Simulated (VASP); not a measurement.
# Ga2GeO2 (P4mm) in VASP: further runs

Runs on Ga2GeO2. Level: PBE. Tasks: single point, relaxation of cell and atoms.

Everything below comes from runs of VASP 6.6.1. Logs are shortened: lines on timing, memory, paths and dates and some standing lists are left out, and cuts for length are marked.

## (1) The cell of the first run

It takes space group P4mm (No. 99, tetragonal). The conventional cell has a = 3.801 Å, b = 3.801 Å, c = 5.477 Å, α = 90.00°, β = 90.00°, γ = 90.00°. Within 2.6 Å of Ga (site symmetry 2mm) lie 1 O at 1.95 Å. Ge (site symmetry 4mm) has 4 O at 2.02 Å within 2.7 Å. Within 2.6 Å of O (site symmetry 2mm) lie 1 Ga at 1.95 Å and 2 Ge at 2.02 Å.

## (2) Single point, PBE

Contents of INCAR:

```
ALGO     = Normal         # electronic algorithm
EDIFF    = 1E-6           # SCF threshold, eV
ENCUT    = 520            # plane-wave cutoff, eV
GGA      = PE             # functional
ISIF     = 2              # what is computed and relaxed
ISMEAR   = 0              # smearing method
LASPH    = T              # aspherical terms in the spheres
LCHARG   = F              # write CHGCAR
LREAL    = F              # projectors in reciprocal space
LWAVE    = F              # write WAVECAR
NBANDS   = 34             # bands
NELM     = 100            # most SCF steps
PREC     = Accurate       # precision mode
SIGMA    = 0.1            # smearing width, eV
```

Contents of KPOINTS:

```
k-points
0
Gamma
  4 4 4
```

Contents of POSCAR:

```
Ga2GeO2
1.0
    3.8005328589      0.0000000000      0.0000000000
    0.0000000000      3.8005328589      0.0000000000
    0.0000000000      0.0000000000      5.4765609157
Ga Ge O
2 1 2
Direct
    0.5000000000      0.0000000000      0.1726705603
    0.0000000000      0.5000000000      0.1726705603
    0.5000000000      0.5000000000      0.6884199050
    0.5000000000      0.0000000000      0.8159611922
    0.0000000000      0.5000000000      0.8159611922
```

Potentials or basis: VASP PAW PBE potentials, release 64 (Ga_d, Ge_d, O).

The run is started by

```
$ cat potpaw_PBE.64/Ga_d/POTCAR potpaw_PBE.64/Ge_d/POTCAR potpaw_PBE.64/O/POTCAR > POTCAR
$ mpirun -np 1 vasp_std > vasp.out
```

OUTCAR:

```text
EDIFF = 1E-6
   ENCUT = 520
   GGA = PE
   ISIF = 2
   ISMEAR = 0
   LASPH = T
   LREAL = F
   NELM = 100
   PREC = Accurate

 ion  position               nearest neighbor table
   1  0.500  0.000  0.173-   4 1.95   2 2.69   2 2.69   2 2.69   2 2.69
   2  0.000  0.500  0.173-   5 1.95   1 2.69   1 2.69   1 2.69   1 2.69
   3  0.500  0.500  0.688-   4 2.02   5 2.02   4 2.02   5 2.02
   4  0.500  0.000  0.816-   1 1.95   3 2.02   3 2.02
   5  0.000  0.500  0.816-   2 1.95   3 2.02   3 2.02

  LATTYP: Found a simple tetragonal cell.
 ALAT       =     3.8005328589
 C/A-ratio  =     1.4409981755

  Lattice vectors:

 A1 = (   3.8005328589,   0.0000000000,   0.0000000000)
 A2 = (   0.0000000000,   3.8005328589,   0.0000000000)
 A3 = (   0.0000000000,   0.0000000000,   5.4765609157)

Analysis of symmetry for initial positions (statically):
=====================================================================
 Subroutine PRICEL returns:
 Original cell was already a primitive cell.

 Routine SETGRP: Setting up the symmetry group for a
 simple tetragonal supercell.

 Subroutine GETGRP returns: Found  8 space group operations
 (whereof  8 operations were pure point group operations)
 out of a pool of 16 trial point group operations.

The static configuration has the point symmetry C_4v.

Analysis of symmetry for dynamics (positions and initial velocities):
=====================================================================
 Subroutine PRICEL returns:
 Original cell was already a primitive cell.

 Routine SETGRP: Setting up the symmetry group for a
 simple tetragonal supercell.

 Subroutine GETGRP returns: Found  8 space group operations
 (whereof  8 operations were pure point group operations)
 out of a pool of 16 trial point group operations.

The dynamic configuration has the point symmetry C_4v.

 Subroutine INISYM returns: Found  8 space group operations
 (whereof  8 operations are pure point group operations),
 and found     1 'primitive' translations

----------------------------------------------------------------------------------------

                                     Primitive cell

  volume of cell :      79.1037

  direct lattice vectors                    reciprocal lattice vectors
     3.800532859  0.000000000  0.000000000     0.263120998  0.000000000  0.000000000
     0.000000000  3.800532859  0.000000000     0.000000000  0.263120998  0.000000000
     0.000000000  0.000000000  5.476560916     0.000000000  0.000000000  0.182596344

  length of vectors
     3.800532859  3.800532859  5.476560916     0.263120998  0.263120998  0.182596344

  position of ions in fractional coordinates (direct lattice)
     0.500000000  0.000000000  0.172670560
     0.000000000  0.500000000  0.172670560
     0.500000000  0.500000000  0.688419905
     0.500000000  0.000000000  0.815961192
     0.000000000  0.500000000  0.815961192

  ion indices of the primitive-cell ions
   primitive index   ion index
                 1           1
                 2           2
                 3           3
                 4           4
                 5           5

----------------------------------------------------------------------------------------

 KPOINTS: k-points

Automatic generation of k-mesh.
 Grid dimensions read from file:
 generate k-points for:    4    4    4

 Generating k-lattice:

  Cartesian coordinates                     Fractional coordinates (reciprocal lattice)
     0.065780250  0.000000000  0.000000000     0.250000000  0.000000000  0.000000000
     0.000000000  0.065780250  0.000000000     0.000000000  0.250000000  0.000000000
     0.000000000  0.000000000  0.045649086     0.000000000  0.000000000  0.250000000

  Length of vectors
     0.065780250  0.065780250  0.045649086

  Shift w.r.t. Gamma in fractional coordinates (k-lattice)
     0.000000000  0.000000000  0.000000000

 Subroutine IBZKPT returns following result:
 ===========================================

 Found     18 irreducible k-points:

 Following reciprocal coordinates:
            Coordinates               Weight
  0.000000  0.000000  0.000000      1.000000
  0.250000  0.000000  0.000000      4.000000
  0.500000  0.000000  0.000000      2.000000
  0.250000  0.250000  0.000000      4.000000
  0.500000  0.250000  0.000000      4.000000
  0.500000  0.500000  0.000000      1.000000
[... 10 lines left out ...]
  0.500000  0.250000  0.500000      4.000000
  0.500000  0.500000  0.500000      1.000000
   k-points           NKPTS =     18   k-points in BZ     NKDIM =     18   number of bands    NBANDS=     34
   number of dos      NEDOS =    301   number of ions     NIONS =      5
   total plane-waves  NPLWV =  32928
   dimension x,y,z NGX =    28 NGY =   28 NGZ =   42
   dimension x,y,z NGXF=    56 NGYF=   56 NGZF=   84
   ions per type =               2   1   2
   NGX,Y,Z   is equivalent  to a cutoff of  12.25, 12.25, 12.75 a.u.
   NGXF,Y,Z  is equivalent  to a cutoff of  24.50, 24.50, 25.50 a.u.
 SYSTEM =  unknown system
   PREC   = accura    normal or accurate (medium, high low for compatibility)
   ISTART =      0    job   : 0-new  1-cont  2-samecut
   ICHARG =      2    charge: 1-file 2-atom 10-const
   ISPIN  =      1    spin polarized calculation?
   LNONCOLLINEAR =      F non collinear calculations
   LSORBIT =      F    spin-orbit coupling
   LASPH  =      T    aspherical Exc in radial PAW
   ENCUT  =  520.0 eV  38.22 Ry    6.18 a.u.   7.07  7.07 10.18*2*pi/ulx,y,z
   NELM   =    100;   NELMIN=  2; NELMDL= -5     # of ELM steps
   EDIFF  = 0.1E-05   stopping-criterion for ELM
   LREAL  =      F    real-space projection
   EDIFFG = 0.1E-04   stopping-criterion for IOM
   NSW    =      0    number of steps for IOM
   IBRION =     -1    ionic relax: 0-MD 1-quasi-New 2-CG
   NFREE  =      0    steps in history (QN), initial steepest desc. (CG)
   ISIF   =      2    stress and relaxation
   ISYM   =      2    0-nonsym 1-usesym 2-fastsym
   POTIM  = 0.5000    time-step for ionic-motion
   TEBEG  =    0.0;   TEEND  =   0.0 temperature during run
   PSTRESS=    0.0 pullay stress
   NELECT =      52.0000    total number of electrons
   NUPDOWN=      -1.0000    fix difference up-down
   EMIN   =  10.00;   EMAX   =-10.00  energy-range for DOS
   EFERMI =   0.00;   METHOD = LEGACY
   ISMEAR =     0;   SIGMA  =   0.10  broadening in eV -4-tet -1-fermi 0-gaus
   EFERMI_NEDOS =   21; number of points for ismear=-14 and -15
   IALGO  =     38    algorithm
   IMIX   =      4    mixing-type and parameters
     AMIX     =   0.40;   BMIX     =  1.00
     AMIX_MAG =   1.60;   BMIX_MAG =  1.00
  volume/ion in A,a.u.               =      15.82       106.76
  Fermi-wavevector in a.u.,A,eV,Ry     =   1.423455  2.689939 27.568440  2.026223
  Thomas-Fermi vector in A             =   2.544050
   LORBIT       =      0    0 simple, 1 ext, 2 COOP (PROOUT), +10 PAW based schemes
   GGA     = PE    functional components
   LHFCALC =     F    Hartree Fock is set to
   AEXX    =    0.0000 exact exchange contribution
   IVDW    =     0    specifies the selected vdW correction
   LEPSILON=     F    determine dielectric tensor
   LRPA    =     F    only Hartree local field effects (RPA)
 non-spin polarized calculation
 Gauss-broadening in eV      SIGMA  =   0.10
  energy-cutoff  :      520.00
  volume of cell :       79.10
 maximum number of plane-waves:      2148
   NGX = 15   NGY = 15   NGZ = 21

 number of electron      52.0000027 magnetization

 Free energy of the ion-electron system (eV)
  ---------------------------------------------------
  ext. energy  EPLUGINS =         0.00000000
  ---------------------------------------------------
  free energy    TOTEN  =       -23.32757005 eV

  energy without entropy =      -23.31634818  energy(sigma->0) =      -23.32195911

 E-fermi :   3.8799     XC(G=0): -10.3898

 val. band max:        3.5316332043   @ k =   0.2500   0.0000   0.2500
 cond. band min:       3.8855839565   @ k =   0.2500   0.2500   0.2500
 fundamental gap:      0.3539507522
 Fermi energy:         3.8799279550

 k-point     1 :       0.0000    0.0000    0.0000
  band No.  band energies     occupation
      1     -20.7078      2.00000
      2     -20.6959      2.00000
      3     -20.6653      2.00000
      4     -20.6653      2.00000
      5     -20.5712      2.00000
      6     -15.3404      2.00000
[... 26 lines left out ...]
     33      10.6427      0.00000
     34      13.6819      0.00000

 k-point     2 :       0.2500    0.0000    0.0000
  band No.  band energies     occupation
      1     -20.7002      2.00000
      2     -20.6897      2.00000
      3     -20.6650      2.00000
      4     -20.6635      2.00000
      5     -20.5731      2.00000
      6     -15.0670      2.00000
[... 26 lines left out ...]
     33      11.6978      0.00000
     34      12.8222      0.00000

 k-point     3 :       0.5000    0.0000    0.0000
  band No.  band energies     occupation
      1     -20.6984      2.00000
      2     -20.6870      2.00000
      3     -20.6648      2.00000
      4     -20.6524      2.00000
      5     -20.5751      2.00000
      6     -14.4533      2.00000
[... 26 lines left out ...]
     33      11.2817      0.00000
     34      11.3191      0.00000
[... 482 lines left out ...]
 k-point    17 :       0.5000    0.2500    0.5000
  band No.  band energies     occupation
      1     -20.6891      2.00000
      2     -20.6868      2.00000
      3     -20.6717      2.00000
      4     -20.6370      2.00000
      5     -20.5773      2.00000
      6     -14.3313      2.00000
[... 26 lines left out ...]
     33      12.4203      0.00000
     34      13.6155      0.00000

 k-point    18 :       0.5000    0.5000    0.5000
  band No.  band energies     occupation
      1     -20.6865      2.00000
      2     -20.6865      2.00000
      3     -20.6733      2.00000
      4     -20.6202      2.00000
      5     -20.5794      2.00000
      6     -14.2165      2.00000
[... 26 lines left out ...]
     33      11.9568      0.00000
     34      13.4868      0.00000

------------------------ aborting loop because EDIFF is reached ----------------------------------------

  FORCE on cell =-STRESS in cart. coord.  units (eV):
  Direction    XX          YY          ZZ          XY          YZ          ZX
  --------------------------------------------------------------------------------------
  -------------------------------------------------------------------------------------
  Total       -0.0287035     -0.0287035      0.2129746      0.0000000      0.0000000      0.0000000
  in kB       -0.5813640     -0.5813640      4.3136166      0.0000000      0.0000000      0.0000000
  external PRESSURE =       1.0502962 kB  Pullay stress =       0.0000000 kB

 VOLUME and BASIS-vectors are now :
 -----------------------------------------------------------------------------
  energy-cutoff  :      520.00
  volume of cell :       79.10
      direct lattice vectors                 reciprocal lattice vectors
     3.800532859  0.000000000  0.000000000     0.263120998  0.000000000  0.000000000
     0.000000000  3.800532859  0.000000000     0.000000000  0.263120998  0.000000000
     0.000000000  0.000000000  5.476560916     0.000000000  0.000000000  0.182596344

 POSITION                                       TOTAL-FORCE (eV/Angst)
 -----------------------------------------------------------------------------------
      1.90027      0.00000      0.94564        -0.000000      0.000000      0.046950
      0.00000      1.90027      0.94564         0.000000      0.000000      0.046950
      1.90027      1.90027      3.77017        -0.000000     -0.000000     -0.060999
      1.90027      0.00000      4.46866        -0.000000      0.000000     -0.016450
      0.00000      1.90027      4.46866        -0.000000      0.000000     -0.016450
 -----------------------------------------------------------------------------------
    total drift:                                0.000000      0.000000     -0.001353

  FREE ENERGIE OF THE ION-ELECTRON SYSTEM (eV)
  ---------------------------------------------------
  free  energy   TOTEN  =       -23.3275700460 eV

  energy  without entropy=      -23.3163481840  energy(sigma->0) =      -23.32195911
```

Run time: 30 s. Hardware: 1 thread of Intel Xeon 6975P-C, shared host; peak memory 0.2 GiB.

What came out:

* Free energy: -23.3276 eV
* Pressure: 0.1 GPa
* Largest force: 0.061 eV/Å
* Band gap on the k mesh: zero (band 26 reaches 5.48 eV, above the bottom of band 27 at 2.65 eV)

Forces in eV/Å, atoms in the order of the input:
```
Ga   0.000  0.000  0.047
Ga   0.000  0.000  0.047
Ge   0.000  0.000 -0.061
O    0.000  0.000 -0.016
O    0.000  0.000 -0.016
```

Levels at points of the mesh, in eV from the Fermi level:
```
           k point  band 22  band 23  band 24  band 25  band 26  band 27  band 28  band 29  band 30  band 31
(0.00, 0.00, 0.00)    -3.55    -1.41    -1.41    -1.37     1.60     1.60     1.82     2.35     5.70     6.41
(0.50, 0.00, 0.00)    -3.98    -3.83    -2.19    -2.13     0.43     3.57     4.21     4.31     4.63     6.22
(0.50, 0.50, 0.00)    -2.49    -2.49    -2.18    -2.08    -1.24    -1.23    -0.39     6.27     6.32     6.32
(0.00, 0.00, 0.50)    -3.63    -2.73    -1.40    -1.40     1.17     1.17     1.68     2.97     4.45     7.23
(0.50, 0.00, 0.50)    -3.00    -2.33    -2.17    -2.04    -0.47     3.02     3.76     4.29     4.45     5.05
(0.50, 0.50, 0.50)    -3.76    -2.08    -1.65    -1.18    -1.18    -0.39     1.11     3.56     3.56     7.37
```

Caveat: the k points lie up to 0.41 Å⁻¹ apart.

## (3) Single point, PBE

This run uses another cell than the first one, of 17.21 Å³/atom, 1.088 times its volume.

Contents of INCAR:

```
SYSTEM = Ga2GeO2
PREC     = Accurate       ! precision mode
ENCUT    = 520            ! plane-wave cutoff, eV
EDIFF    = 1E-6           ! SCF threshold, eV
ISMEAR   = 0              ! smearing method
SIGMA    = 0.1            ! smearing width, eV
LREAL    = .FALSE.        ! projectors in reciprocal space
LASPH    = .TRUE.         ! aspherical terms in the spheres
NELM     = 80             ! most SCF steps
ALGO     = Normal         ! electronic algorithm
ISIF     = 2              ! what is computed and relaxed
LWAVE    = .FALSE.        ! write WAVECAR
LCHARG   = .FALSE.        ! write CHGCAR
GGA      = PE             ! functional
NBANDS   = 34             ! bands
```

Contents of KPOINTS:

```
regular mesh
0
G
  4 4 4
  0 0 0
```

Contents of POSCAR:

```
Ga2GeO2
1.0
    4.7655476500      0.0000000000      0.0000000000
    0.0000000000      4.7655476500      0.0000000000
    0.0000000000      0.0000000000      3.7880049800
Ga Ge O
2 1 2
Direct
    0.5000000000      0.0000000000      0.2127312400
    0.0000000000      0.5000000000      0.2127312400
    0.5000000000      0.5000000000      0.7198542100
    0.5000000000      0.0000000000      0.7601833600
    0.0000000000      0.5000000000      0.7601833600
```

Potentials or basis: VASP PAW PBE potentials, release 64 (Ga_d, Ge_d, O).

The run is started by

```
$ cat potpaw_PBE.64/Ga_d/POTCAR potpaw_PBE.64/Ge_d/POTCAR potpaw_PBE.64/O/POTCAR > POTCAR
$ mpirun -np 1 vasp_std > vasp.out
```

OUTCAR:

```text
SYSTEM = Ga2GeO2
   PREC = Accurate
   ENCUT = 520
   EDIFF = 1E-6
   ISMEAR = 0
   LREAL = .FALSE.
   LASPH = .TRUE.
   NELM = 80
   ISIF = 2
   GGA = PE

 ion  position               nearest neighbor table
   1  0.500  0.000  0.213-   4 1.71   4 2.07
   2  0.000  0.500  0.213-   5 1.71   5 2.07
   3  0.500  0.500  0.720-   4 2.39   5 2.39   4 2.39   5 2.39
   4  0.500  0.000  0.760-   1 1.71   1 2.07   3 2.39   3 2.39
   5  0.000  0.500  0.760-   2 1.71   2 2.07   3 2.39   3 2.39

  LATTYP: Found a simple tetragonal cell.
[... 861 lines left out ...]
  -------------------------------------------------------------------------------------
  Total        0.6070913      0.6070913     13.5921507      0.0000000     -0.0000000      0.0000000
  in kB       11.3065061     11.3065061    253.1410566      0.0000000     -0.0000000      0.0000000
  external PRESSURE =      91.9180229 kB  Pullay stress =       0.0000000 kB

 VOLUME and BASIS-vectors are now :
 -----------------------------------------------------------------------------
  energy-cutoff  :      520.00
  volume of cell :       86.03
      direct lattice vectors                 reciprocal lattice vectors
     4.765547650  0.000000000  0.000000000     0.209839471  0.000000000  0.000000000
     0.000000000  4.765547650  0.000000000     0.000000000  0.209839471  0.000000000
     0.000000000  0.000000000  3.788004980     0.000000000  0.000000000  0.263991205

 POSITION                                       TOTAL-FORCE (eV/Angst)
 -----------------------------------------------------------------------------------
      2.38277      0.00000      0.80583         0.000000     -0.000000      3.485643
      0.00000      2.38277      0.80583         0.000000     -0.000000      3.485643
      2.38277      2.38277      2.72681         0.000000      0.000000     -0.163680
      2.38277      0.00000      2.87958         0.000000     -0.000000     -3.403803
      0.00000      2.38277      2.87958         0.000000     -0.000000     -3.403803
 -----------------------------------------------------------------------------------
    total drift:                                0.000000      0.000000      0.003888

  FREE ENERGIE OF THE ION-ELECTRON SYSTEM (eV)
  ---------------------------------------------------
  free  energy   TOTEN  =       -21.7227799607 eV

  energy  without entropy=      -21.7091779939  energy(sigma->0) =      -21.71597898
```

OSZICAR:

```text
N       E                     dE             d eps       ncg     rms          rms(c)
DAV:   1     0.532590777805E+03    0.53259E+03   -0.25315E+04  1400   0.324E+03
DAV:   2     0.766936696885E+02   -0.45590E+03   -0.43180E+03  1328   0.752E+02
DAV:   3    -0.196199262291E+02   -0.96314E+02   -0.94537E+02  1434   0.213E+02
DAV:   4    -0.257565630015E+02   -0.61366E+01   -0.60975E+01  1408   0.614E+01
DAV:   5    -0.259473092707E+02   -0.19075E+00   -0.19044E+00  1544   0.107E+01    0.119E+01
DAV:   6    -0.219419921749E+02    0.40053E+01   -0.18171E+01  1840   0.429E+01    0.521E+00
DAV:   7    -0.217543851844E+02    0.18761E+00   -0.22667E+00  1458   0.101E+01    0.217E+00
DAV:   8    -0.217325332371E+02    0.21852E-01   -0.56446E-01  1438   0.447E+00    0.774E-01
DAV:   9    -0.217217686486E+02    0.10765E-01   -0.44654E-02  1776   0.172E+00    0.153E-01
DAV:  10    -0.217227218047E+02   -0.95316E-03   -0.83226E-03  1306   0.642E-01    0.500E-02
DAV:  11    -0.217227629522E+02   -0.41148E-04   -0.56187E-04  1578   0.253E-01    0.212E-02
DAV:  12    -0.217227769658E+02   -0.14014E-04   -0.91679E-05  1328   0.880E-02    0.127E-02
DAV:  13    -0.217227801020E+02   -0.31362E-05   -0.17474E-05  1342   0.294E-02    0.339E-03
DAV:  14    -0.217227799607E+02    0.14133E-06   -0.16064E-06  1072   0.107E-02
   1 F= -.21722780E+02 E0= -.21715979E+02  d E =-.136020E-01
```

stdout:

```text
POSCAR found type information on POSCAR GaGeO
 POSCAR found :  3 types and       5 ions
 scaLAPACK will be used
 LDA part: xc-table for (Slater+PW92), standard interpolation
 POSCAR, INCAR and KPOINTS ok, starting setup
 FFT: planning ... GRIDC
 FFT: planning ... GRID_SOFT
 FFT: planning ... GRID
 WAVECAR not read
 entering main loop
```

Run time: 30 s. Hardware: 1 thread of Intel Xeon 6975P-C, shared host; peak memory 0.21 GiB.

Results:

| Property | Result |
| --- | --- |
| Free energy | -21.7228 eV |
| Pressure | 9.2 GPa |
| Largest force | 3.486 eV/Å |
| Band gap on the k mesh | zero (band 26 reaches 4.97 eV, above the bottom of band 27 at 3.28 eV) |

Forces on the atoms (eV/Å):
```
Ga   0.000  0.000  3.486
Ga   0.000  0.000  3.486
Ge   0.000  0.000 -0.164
O    0.000  0.000 -3.404
O    0.000  0.000 -3.404
```

Caveat: the k points lie up to 0.41 Å⁻¹ apart; forces of over 1 eV/Å act on the atoms, so gaps and moduli don't describe the material at rest.

(Part 1 of 2 ends here.)
